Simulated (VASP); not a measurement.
# Re (Pm-3m) in VASP: notebook

Runs on Re. Level: PBEsol. Tasks: relaxation of cell and atoms.

Program: VASP 6.6.1. These are calculated values, not measurements. Logs are shortened: lines on timing, memory, paths and dates and some standing lists are left out, and cuts for length are marked.

**1. The cell of the first run**

Symmetry: Pm-3m, No. 221, cubic system. The conventional cell has a = 2.530 Å, b = 2.530 Å, c = 2.530 Å, α = 90.00°, β = 90.00°, γ = 90.00°. Re (site symmetry m-3m) has 6 Re at 2.53 Å within 3.3 Å.

**2. Relaxation of cell and atoms, PBEsol**

File INCAR:

```
  ALGO = Normal
  EDIFF = 1E-7
  EDIFFG = -0.03
  ENCUT = 600
  GGA = PS
  IBRION = 2
  ISIF = 3
  ISMEAR = 0
  LASPH = T
  LCHARG = F
  LREAL = F
  LWAVE = F
  NELM = 100
  NSW = 80
  PREC = Accurate
  SIGMA = 0.05
```

File KPOINTS:

```
k-points
0
Gamma
  10 10 10
```

File POSCAR:

```
Re
1.0
    2.5300000000      0.0000000000      0.0000000000
    0.0000000000      2.5300000000      0.0000000000
    0.0000000000      0.0000000000      2.5300000000
Re
1
Direct
    0.0000000000      0.0000000000      0.0000000000
```

Potentials or basis: VASP PAW PBE potentials, release 64 (Re).

On the command line:

```console
> cat potpaw_PBE.64/Re/POTCAR > POTCAR
> mpirun -np 1 vasp_std > vasp.out
```

OUTCAR:

```text
EDIFF = 1E-7
   EDIFFG = -0.03
   ENCUT = 600
   GGA = PS
   IBRION = 2
   ISIF = 3
   ISMEAR = 0
   LASPH = T
   LREAL = F
   NELM = 100
   NSW = 80
   PREC = Accurate

 ion  position               nearest neighbor table
   1  0.000  0.000  0.000-

  LATTYP: Found a simple cubic cell.
 ALAT       =     2.5300000000

  Lattice vectors:

 A1 = (   2.5300000000,   0.0000000000,   0.0000000000)
 A2 = (   0.0000000000,   2.5300000000,   0.0000000000)
 A3 = (   0.0000000000,   0.0000000000,   2.5300000000)

Analysis of symmetry for initial positions (statically):
=====================================================================
 Subroutine PRICEL returns:
 Original cell was already a primitive cell.

 Routine SETGRP: Setting up the symmetry group for a
 simple cubic supercell.

 Subroutine GETGRP returns: Found 48 space group operations
 (whereof 48 operations were pure point group operations)
 out of a pool of 48 trial point group operations.

The static configuration has the point symmetry O_h .

Analysis of symmetry for dynamics (positions and initial velocities):
=====================================================================
 Subroutine PRICEL returns:
 Original cell was already a primitive cell.

 Routine SETGRP: Setting up the symmetry group for a
 simple cubic supercell.

 Subroutine GETGRP returns: Found 48 space group operations
 (whereof 48 operations were pure point group operations)
 out of a pool of 48 trial point group operations.

The dynamic configuration has the point symmetry O_h .

 Subroutine INISYM returns: Found 48 space group operations
 (whereof 48 operations are pure point group operations),
 and found     1 'primitive' translations

----------------------------------------------------------------------------------------

                                     Primitive cell

  volume of cell :      16.1943

  direct lattice vectors                    reciprocal lattice vectors
     2.530000000  0.000000000  0.000000000     0.395256917  0.000000000  0.000000000
     0.000000000  2.530000000  0.000000000     0.000000000  0.395256917  0.000000000
     0.000000000  0.000000000  2.530000000     0.000000000  0.000000000  0.395256917

  length of vectors
     2.530000000  2.530000000  2.530000000     0.395256917  0.395256917  0.395256917

  position of ions in fractional coordinates (direct lattice)
     0.000000000  0.000000000  0.000000000

  ion indices of the primitive-cell ions
   primitive index   ion index
                 1           1

----------------------------------------------------------------------------------------

 KPOINTS: k-points

Automatic generation of k-mesh.
 Grid dimensions read from file:
 generate k-points for:   10   10   10

 Generating k-lattice:

  Cartesian coordinates                     Fractional coordinates (reciprocal lattice)
     0.039525692  0.000000000  0.000000000     0.100000000  0.000000000  0.000000000
     0.000000000  0.039525692  0.000000000     0.000000000  0.100000000  0.000000000
     0.000000000  0.000000000  0.039525692     0.000000000  0.000000000  0.100000000

  Length of vectors
     0.039525692  0.039525692  0.039525692

  Shift w.r.t. Gamma in fractional coordinates (k-lattice)
     0.000000000  0.000000000  0.000000000

 Subroutine IBZKPT returns following result:
 ===========================================

 Found     56 irreducible k-points:

 Following reciprocal coordinates:
            Coordinates               Weight
  0.000000  0.000000  0.000000      1.000000
  0.100000  0.000000  0.000000      6.000000
  0.200000  0.000000  0.000000      6.000000
  0.300000  0.000000  0.000000      6.000000
  0.400000  0.000000  0.000000      6.000000
  0.500000  0.000000  0.000000      3.000000
[... 16 lines left out ...]
  0.200000  0.100000  0.100000     24.000000
  0.300000  0.100000  0.100000     24.000000
 [... further k-points ...]
   k-points           NKPTS =     56   k-points in BZ     NKDIM =     56   number of bands    NBANDS=      7
   number of dos      NEDOS =    301   number of ions     NIONS =      1
   total plane-waves  NPLWV =   8000
   dimension x,y,z NGX =    20 NGY =   20 NGZ =   20
   dimension x,y,z NGXF=    40 NGYF=   40 NGZF=   40
   ions per type =               1
   NGX,Y,Z   is equivalent  to a cutoff of  13.14, 13.14, 13.14 a.u.
   NGXF,Y,Z  is equivalent  to a cutoff of  26.28, 26.28, 26.28 a.u.
 SYSTEM =  unknown system
   PREC   = accura    normal or accurate (medium, high low for compatibility)
   ISTART =      0    job   : 0-new  1-cont  2-samecut
   ICHARG =      2    charge: 1-file 2-atom 10-const
   ISPIN  =      1    spin polarized calculation?
   LNONCOLLINEAR =      F non collinear calculations
   LSORBIT =      F    spin-orbit coupling
   LASPH  =      T    aspherical Exc in radial PAW
   ENCUT  =  600.0 eV  44.10 Ry    6.64 a.u.   5.05  5.05  5.05*2*pi/ulx,y,z
   NELM   =    100;   NELMIN=  2; NELMDL= -5     # of ELM steps
   EDIFF  = 0.1E-06   stopping-criterion for ELM
   LREAL  =      F    real-space projection
   EDIFFG = -.3E-01   stopping-criterion for IOM
   NSW    =     80    number of steps for IOM
   IBRION =      2    ionic relax: 0-MD 1-quasi-New 2-CG
   NFREE  =      1    steps in history (QN), initial steepest desc. (CG)
   ISIF   =      3    stress and relaxation
   ISYM   =      2    0-nonsym 1-usesym 2-fastsym
   POTIM  = 0.5000    time-step for ionic-motion
   TEBEG  =    0.0;   TEEND  =   0.0 temperature during run
   PSTRESS=    0.0 pullay stress
   NELECT =       7.0000    total number of electrons
   NUPDOWN=      -1.0000    fix difference up-down
   EMIN   =  10.00;   EMAX   =-10.00  energy-range for DOS
   EFERMI =   0.00;   METHOD = LEGACY
   ISMEAR =     0;   SIGMA  =   0.05  broadening in eV -4-tet -1-fermi 0-gaus
   EFERMI_NEDOS =   21; number of points for ismear=-14 and -15
   IALGO  =     38    algorithm
   IMIX   =      4    mixing-type and parameters
     AMIX     =   0.40;   BMIX     =  1.00
     AMIX_MAG =   1.60;   BMIX_MAG =  1.00
  volume/ion in A,a.u.               =      16.19       109.28
  Fermi-wavevector in a.u.,A,eV,Ry     =   1.237809  2.339120 20.846456  1.532171
  Thomas-Fermi vector in A             =   2.372361
   LORBIT       =      0    0 simple, 1 ext, 2 COOP (PROOUT), +10 PAW based schemes
   GGA     = PS    functional components
   LHFCALC =     F    Hartree Fock is set to
   AEXX    =    0.0000 exact exchange contribution
   IVDW    =     0    specifies the selected vdW correction
   LEPSILON=     F    determine dielectric tensor
   LRPA    =     F    only Hartree local field effects (RPA)
 conjugate gradient relaxation of ions
 non-spin polarized calculation
 Gauss-broadening in eV      SIGMA  =   0.05
  energy-cutoff  :      600.00
  volume of cell :       16.19
 maximum number of plane-waves:       554
   NGX = 11   NGY = 11   NGZ = 11

--------------------------------------- Ionic step        1  -------------------------------------------

 number of electron       6.9999998 magnetization

 Free energy of the ion-electron system (eV)
  ---------------------------------------------------
  ext. energy  EPLUGINS =         0.00000000
  ---------------------------------------------------
  free energy    TOTEN  =       -11.94858787 eV

  energy without entropy =      -11.94820804  energy(sigma->0) =      -11.94839795

------------------------ aborting loop because EDIFF is reached ----------------------------------------

  FORCE on cell =-STRESS in cart. coord.  units (eV):
  Direction    XX          YY          ZZ          XY          YZ          ZX
  --------------------------------------------------------------------------------------
  -------------------------------------------------------------------------------------
  Total        0.6955973      0.6955973      0.6955973     -0.0000000      0.0000000      0.0000000
  in kB       68.8187666     68.8187666     68.8187666     -0.0000000      0.0000000      0.0000000
  external PRESSURE =      68.8187666 kB  Pullay stress =       0.0000000 kB

 VOLUME and BASIS-vectors are now :
 -----------------------------------------------------------------------------
  energy-cutoff  :      600.00
  volume of cell :       16.19
      direct lattice vectors                 reciprocal lattice vectors
     2.530000000  0.000000000  0.000000000     0.395256917  0.000000000  0.000000000
     0.000000000  2.530000000  0.000000000     0.000000000  0.395256917  0.000000000
     0.000000000  0.000000000  2.530000000     0.000000000  0.000000000  0.395256917
[... 36 lines left out ...]
 POSITION                                       TOTAL-FORCE (eV/Angst)
 -----------------------------------------------------------------------------------
      0.00000      0.00000      0.00000        -0.000000     -0.000000      0.000000
 -----------------------------------------------------------------------------------
    total drift:                               -0.000000      0.000000      0.000000

  FREE ENERGIE OF THE ION-ELECTRON SYSTEM (eV)
  ---------------------------------------------------
  free  energy   TOTEN  =       -11.8735636009 eV

  energy  without entropy=      -11.8730011755  energy(sigma->0) =      -11.87328239

--------------------------------------- Ionic step        3  -------------------------------------------

 number of electron       6.9999999 magnetization

 Free energy of the ion-electron system (eV)
  ---------------------------------------------------
  ext. energy  EPLUGINS =         0.00000000
  ---------------------------------------------------
  free energy    TOTEN  =       -11.95628717 eV

  energy without entropy =      -11.95590203  energy(sigma->0) =      -11.95609460

 E-fermi :   6.7649     XC(G=0): -13.0303

 val. band max:        6.7033313904   @ k =   0.5000   0.0000   0.0000
 cond. band min:       6.7702556311   @ k =   0.5000   0.1000   0.0000
 fundamental gap:      0.0669242407
 Fermi energy:         6.7649027950

 k-point     1 :       0.0000    0.0000    0.0000
  band No.  band energies     occupation
      1      -2.5925      2.00000
      2       1.2812      2.00000
      3       1.2812      2.00000
      4      10.4950      0.00000
      5      10.4950      0.00000
      6      10.4950      0.00000
      7      22.4299      0.00000

 k-point     2 :       0.1000    0.0000    0.0000
  band No.  band energies     occupation
      1      -2.2588      2.00000
      2       1.3645      2.00000
      3       1.6497      2.00000
      4       9.9974      0.00000
      5       9.9974      0.00000
      6      10.5320      0.00000
      7      20.7381      0.00000
[... 201 lines left out ...]
 k-point    23 :       0.2000    0.1000    0.1000
  band No.  band energies     occupation
      1      -0.7286      2.00000
      2       2.1755      2.00000
      3       2.9983      2.00000
      4       8.3406      0.00000
      5       8.4130      0.00000
      6       9.6758      0.00000
      7      19.3059      0.00000

 k-point    24 :       0.3000    0.1000    0.1000
  band No.  band energies     occupation
      1       0.2910      2.00000
      2       2.4790      2.00000
      3       4.2143      2.00000
      4       7.2033      0.00000
      5       7.7155      0.00000
      6       9.8323      0.00000
      7      17.1081      0.00000

 [... further k-points ...]
[... 5 lines left out ...]
  --------------------------------------------------------------------------------------
  -------------------------------------------------------------------------------------
  Total       -0.0223492     -0.0223492     -0.0223492      0.0000000      0.0000000     -0.0000000
  in kB       -2.1603432     -2.1603432     -2.1603432      0.0000000      0.0000000     -0.0000000
  external PRESSURE =      -2.1603432 kB  Pullay stress =       0.0000000 kB

 VOLUME and BASIS-vectors are now :
 -----------------------------------------------------------------------------
  energy-cutoff  :      600.00
  volume of cell :       16.57
      direct lattice vectors                 reciprocal lattice vectors
     2.549665107 -0.000000000  0.000000000     0.392208372  0.000000000  0.000000000
    -0.000000000  2.549665107  0.000000000     0.000000000  0.392208372 -0.000000000
    -0.000000000  0.000000000  2.549665107    -0.000000000 -0.000000000  0.392208372

 POSITION                                       TOTAL-FORCE (eV/Angst)
 -----------------------------------------------------------------------------------
      0.00000      0.00000      0.00000        -0.000000      0.000000      0.000000
 -----------------------------------------------------------------------------------
    total drift:                                0.000000      0.000000      0.000000

  FREE ENERGIE OF THE ION-ELECTRON SYSTEM (eV)
  ---------------------------------------------------
  free  energy   TOTEN  =       -11.9562871733 eV

  energy  without entropy=      -11.9559020311  energy(sigma->0) =      -11.95609460

 reached required accuracy - stopping structural energy minimisation
```

Wall time 11 s (1 thread of Intel Xeon Platinum 8375C at 2.90GHz (Ice Lake), shared host); peak memory 0.13 GiB.

What came out:

```
Free energy                            : -11.9563 eV
Relaxed volume                         : 16.57 Å³/atom
Relaxed cell                           : a = 2.550 Å, b = 2.550 Å, c = 2.550 Å, α = 90.00°, β = 90.00°, γ = 90.00°
Space group after relaxing (to 0.05 Å) : Pm-3m (No. 221)
Energy gained by relaxing              : 7.7 meV/atom
Ionic steps                            : 3
Pressure after relaxing                : -0.2 GPa
```

Step by step:
```tsv
step	energy change (eV)	largest force (eV/Å)	pressure (GPa)	volume (Å³)
1	0.0000	0.0000	6.88	16.19
2	0.0750	0.0000	-18.75	17.88
3	-0.0077	0.0000	-0.22	16.57
```

Final structure:
```
CELL_PARAMETERS angstrom
2.54967 0.00000 0.00000
0.00000 2.54967 0.00000
0.00000 0.00000 2.54967
ATOMIC_POSITIONS crystal
Re 0.00000 0.00000 0.00000
```

Caveat: the PAW data sets were made with another functional, which shifts forces and pressure a little; spin-orbit coupling is left out, which moves the levels of the heavy elements.

**3. Relaxation of cell and atoms, PBEsol, target pressure 5 GPa, at which the enthalpy is minimised**

File INCAR:

```
SYSTEM = Re
PREC = Accurate
ENCUT = 600
EDIFF = 1E-6
ISMEAR = 0
SIGMA = 0.05
LREAL = .False.
LASPH = .True.
NELM = 60
ALGO = Normal
ISIF = 3
LWAVE = .False.
LCHARG = .False.
GGA = PS
IBRION = 2
NSW = 80
EDIFFG = -0.03
PSTRESS = 50.0
```

File KPOINTS:

```
regular mesh
0
Gamma
  10 10 10
  0 0 0
```

POSCAR is that of step 2.

Potentials or basis: VASP PAW PBE potentials, release 64 (Re).

On the command line:

```console
> cat potpaw_PBE.64/Re/POTCAR > POTCAR
> mpirun -np 1 vasp_std > vasp.out
```

It took 8.5 s on 1 thread of Intel Xeon Platinum 8375C at 2.90GHz (Ice Lake), shared host; peak memory 0.13 GiB.

The run converged. Its results:

```
Free energy                                            : -11.9521 eV
Relaxed volume                                         : 16.29 Å³/atom
Relaxed cell                                           : a = 2.535 Å, b = 2.535 Å, c = 2.535 Å, α = 90.00°, β = 90.00°, γ = 90.00°
Space group after relaxing (to 0.05 Å)                 : Pm-3m (No. 221)
Energy change on relaxing (the enthalpy is what falls) : -3.6 meV/atom
Ionic steps                                            : 3
Pressure after relaxing                                : 5.0 GPa
```

The path:
| step | energy change (eV) | largest force (eV/Å) | pressure (GPa) | volume (Å³) |
| --- | --- | --- | --- | --- |
| 1 | 0.0000 | 0.0000 | 6.88 | 16.19 |
| 2 | -0.0073 | 0.0000 | -1.40 | 16.64 |
| 3 | -0.0036 | 0.0000 | 4.99 | 16.29 |

Final structure:
```xyz
1
Lattice="2.5350 0.0000 0.0000 0.0000 2.5350 0.0000 0.0000 0.0000 2.5350" Properties=species:S:1:pos:R:3 pbc="T T T"
Re    0.0000    0.0000    0.0000
```

Levels at points of the mesh, in eV from the Fermi level:
| k point | band 1 | band 2 | band 3 | band 4 | band 5 | band 6 |
| --- | --- | --- | --- | --- | --- | --- |
| (0.00, 0.00, 0.00) | -9.47 | -5.60 | -5.60 | 3.84 | 3.84 | 3.84 |
| (0.50, 0.00, 0.00) | -5.96 | -4.61 | -0.99 | -0.06 | -0.06 | 4.25 |
| (0.50, 0.50, 0.00) | -6.70 | -3.96 | 0.71 | 0.71 | 4.96 | 4.96 |
| (0.50, 0.50, 0.50) | -5.03 | -5.03 | -5.03 | 6.95 | 6.95 | 7.90 |

Caveat: the cell is relaxed towards a set pressure, so the enthalpy falls and the energy may rise; the PAW data sets were made with another functional, which shifts forces and pressure a little; spin-orbit coupling is left out, which moves the levels of the heavy elements.

**4. Relaxation of cell and atoms, PBEsol, target pressure 10 GPa, at which the enthalpy is minimised**

File INCAR:

```
ALGO     = Normal         # electronic algorithm
EDIFF    = 1E-6           # SCF threshold, eV
EDIFFG   = -0.03          # ionic threshold
ENCUT    = 600            # plane-wave cutoff, eV
GGA      = PS             # functional
IBRION   = 2              # ionic algorithm
ISIF     = 3              # what is computed and relaxed
ISMEAR   = 0              # smearing method
LASPH    = True           # aspherical terms in the spheres
LCHARG   = False          # write CHGCAR
LREAL    = False          # projectors in reciprocal space
LWAVE    = False          # write WAVECAR
NELM     = 100            # most SCF steps
NSW      = 80             # ionic steps
PREC     = Accurate       # precision mode
PSTRESS  = 100.0        
SIGMA    = 0.05           # smearing width, eV
```

File KPOINTS:

```
k-points
0
Gamma
  10 10 10
```

POSCAR is that of step 3.

On the command line:

```console
> cat potpaw_PBE.64/Re/POTCAR > POTCAR
> mpirun -np 1 vasp_std > vasp.out
```

It took 9 s on 1 thread of Intel Xeon Platinum 8375C at 2.90GHz (Ice Lake), shared host; peak memory 0.14 GiB.

It converged, with:

```
Free energy                                            : -11.9406 eV
Relaxed volume                                         : 16.04 Å³/atom
Relaxed cell                                           : a = 2.522 Å, b = 2.522 Å, c = 2.522 Å, α = 90.00°, β = 90.00°, γ = 90.00°
Space group after relaxing (to 0.05 Å)                 : Pm-3m (No. 221)
Energy change on relaxing (the enthalpy is what falls) : +7.9 meV/atom
Ionic steps                                            : 3
Pressure after relaxing                                : 9.9 GPa
```

The path:
| step | energy change (eV) | largest force (eV/Å) | pressure (GPa) | volume (Å³) |
| --- | --- | --- | --- | --- |
| 1 | 0.0000 | 0.0000 | 6.88 | 16.19 |
| 2 | 0.0665 | 0.0000 | 22.99 | 15.47 |
| 3 | 0.0079 | 0.0000 | 9.94 | 16.04 |

Final structure:
```
Re
1.0
     2.52206    0.00000    0.00000
     0.00000    2.52206    0.00000
     0.00000    0.00000    2.52206
Re
1
Direct
  0.00000 0.00000 0.00000
```

Levels at points of the mesh, in eV from the Fermi level:
| k point | band 1 | band 2 | band 3 | band 4 | band 5 | band 6 | band 7 |
| --- | --- | --- | --- | --- | --- | --- | --- |
| (0.00, 0.00, 0.00) | -9.57 | -5.71 | -5.71 | 3.94 | 3.94 | 3.94 | 15.97 |
| (0.50, 0.00, 0.00) | -6.02 | -4.70 | -1.00 | -0.07 | -0.07 | 4.36 | 9.16 |
| (0.50, 0.50, 0.00) | -6.85 | -4.01 | 0.73 | 0.73 | 5.03 | 5.03 | 6.83 |
| (0.50, 0.50, 0.50) | -5.13 | -5.13 | -5.13 | 7.13 | 7.13 | 7.86 | 12.46 |

Caveat: the cell is relaxed towards a set pressure, so the enthalpy falls and the energy may rise; the PAW data sets were made with another functional, which shifts forces and pressure a little; spin-orbit coupling is left out, which moves the levels of the heavy elements.

(Continued in part 2 of 2.)
